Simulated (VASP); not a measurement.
A run of VASP 6.6.1 is set up as follows.

The input POSCAR:

```
MgI2
1.0
    4.1572130612      0.0000000000      0.0000000000
   -2.0786065306      3.6002521199      0.0000000000
    0.0000000000      0.0000000000      6.8733253065
Mg I
1 2
Direct
    0.0000000000      0.0000000000      0.0000000000
    0.3333333333      0.6666666667      0.2426220900
    0.6666666667      0.3333333333      0.7573779100
```

The input INCAR.step1:

```
SYSTEM = MgI2
  PREC = Accurate
  ENCUT = 660
  ISMEAR = 1
  SIGMA = 0.2
  LREAL = .FALSE.
  LASPH = .TRUE.
  NELM = 120
  NBANDS = 15
  GGA = PE
  ALGO = Normal
  EDIFF = 1E-5
  LWAVE = .TRUE.
  LCHARG = .FALSE.
  GGA_COMPAT = .FALSE.
```

Contents of INCAR.step2:

```
SYSTEM = MgI2
  PREC = Accurate
  ENCUT = 660
  EDIFF = 1E-6
  ISMEAR = 1
  SIGMA = 0.2
  LREAL = .FALSE.
  LASPH = .TRUE.
  NELM = 120
  ALGO = Normal
  ISIF = 2
  LWAVE = .FALSE.
  LCHARG = .TRUE.
  METAGGA = R2SCAN
  LMIXTAU = .TRUE.
  LELF = .TRUE.
  LVHAR = .TRUE.
  NBANDS = 15
  ISTART = 1
  GGA_COMPAT = .FALSE.
```

File KPOINTS:

```
Automatic mesh
0
G
  6 6 4
  0 0 0
```

Potentials or basis: VASP PAW PBE potentials, release 64 (Mg, I).

The run is started by

```bash
$ cat potpaw_PBE.64/Mg/POTCAR potpaw_PBE.64/I/POTCAR > POTCAR
$ cp INCAR.step1 INCAR
$ mpirun -np 1 vasp_std > vasp.out
$ cp INCAR.step2 INCAR
$ mpirun -np 1 vasp_std > vasp.out
```

Q: Estimate the pressure.

A: 0.5 GPa.

Q: What does it give for the band gap on the k mesh?

A: 4.10 eV, indirect (least direct gap 4.48 eV).

Q: What does it give for the largest force?

A: 0.048 eV/Å.

Forces in eV/Å, atoms in the order of the input:
```
Mg   0.000  0.000  0.000
I    0.000  0.000 -0.048
I    0.000  0.000  0.048
```

Caveat: the PAW data sets were made with another functional, which shifts forces and pressure a little; spin-orbit coupling is left out, which moves the levels of the heavy elements. r2SCAN opens gaps a little over a GGA but as a rule still falls short of measured ones.
